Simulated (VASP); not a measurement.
Here is a VASP 6.6.1 calculation.

File INCAR:

```
SYSTEM = BN
PREC = Accurate
ENCUT = 520
EDIFF = 1E-6
ISMEAR = 0
SIGMA = 0.05
LREAL = .FALSE.
LASPH = .TRUE.
NELM = 100
ALGO = Normal
ISIF = 2
LWAVE = .FALSE.
LCHARG = .FALSE.
GGA = PE
NBANDS = 11
```

The input KPOINTS:

```
Automatic mesh
0
G
  12 12 12
  0 0 0
```

File POSCAR:

```
BN
1.0
    0.0000000000      2.0439303399      1.7670358260
    1.7670358260      0.0000000000      1.7670358260
    1.7670358260      2.0439303399      0.0000000000
B N
1 1
Direct
    0.0000000000      0.0000000000      0.0000000000
    0.7500000000      0.7500000000      0.7500000000
```

Potentials or basis: VASP PAW PBE potentials, release 64 (B, N).

The run is started by

```bash
$ cat potpaw_PBE.64/B/POTCAR potpaw_PBE.64/N/POTCAR > POTCAR
$ mpirun -np 1 vasp_std > vasp.out
```

Task: Estimate the band gap on the k mesh.

Result: 3.12 eV, indirect (least direct gap 7.15 eV).

Task: Predict the pressure.

Result: -22.4 GPa.

Stress tensor (GPa, compression positive):
```
 10.64   0.00   0.00
  0.00 -88.35   0.00
  0.00   0.00  10.64
```

 A k mesh can miss the band edges.
